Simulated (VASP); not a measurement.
Write the native input for VASP 6.6.1 that does the following.

```yaml
Task: single point
Functional: LDA
Potentials_or_basis: VASP PAW LDA potentials, release 64 (Zn, Cd)
Cutoff: 520 eV
k_mesh: 8 × 8 × 8
Occupations: methfessel-paxton, width 0.1 eV
Spin: no spin polarisation
Dipole_correction: no
Further_INCAR_settings: ALGO = Normal; EDIFF = 1e-06; NBANDS = 32
```

The structure of Zn3Cd lies in POSCAR:

```
Zn3Cd
1.0
   -1.9733007879      1.9733007879      3.9337288347
    1.9733007879     -1.9733007879      3.9337288347
    1.9733007879      1.9733007879     -3.9337288347
Zn Cd
3 1
Direct
    0.7500000000      0.2500000000      0.5000000000
    0.2500000000      0.7500000000      0.5000000000
    0.5000000000      0.5000000000      0.0000000000
    0.0000000000      0.0000000000      0.0000000000
```

These files were run (other wordings do the same):

INCAR

```
SYSTEM = Zn3Cd
  ALGO = Normal
  EDIFF = 1E-6
  ENCUT = 520
  ISIF = 2
  ISMEAR = 1
  LASPH = .True.
  LCHARG = .False.
  LREAL = .False.
  LWAVE = .False.
  NBANDS = 32
  NELM = 60
  PREC = Accurate
  SIGMA = 0.1
```

KPOINTS

```
k-points
0
Gamma
  8 8 8
  0 0 0
```

Potentials or basis: VASP PAW LDA potentials, release 64 (Zn, Cd).

Launch:

```console
$ cat potpaw_LDA.64/Zn/POTCAR potpaw_LDA.64/Cd/POTCAR > POTCAR
$ mpirun -np 1 vasp_std > vasp.out
```

It gave:

```yaml
Pressure: 0.5 GPa
Band_gap_on_the_k_mesh: zero (band 24 reaches 5.75 eV, above the bottom of band 25 at 2.16 eV)
```

It took 97 s on 1 thread of Intel(R) Xeon(R) Platinum 8259CL CPU @ 2.50GHz (Skylake/Cascade Lake) (shared host), peak memory 0.23 GiB.
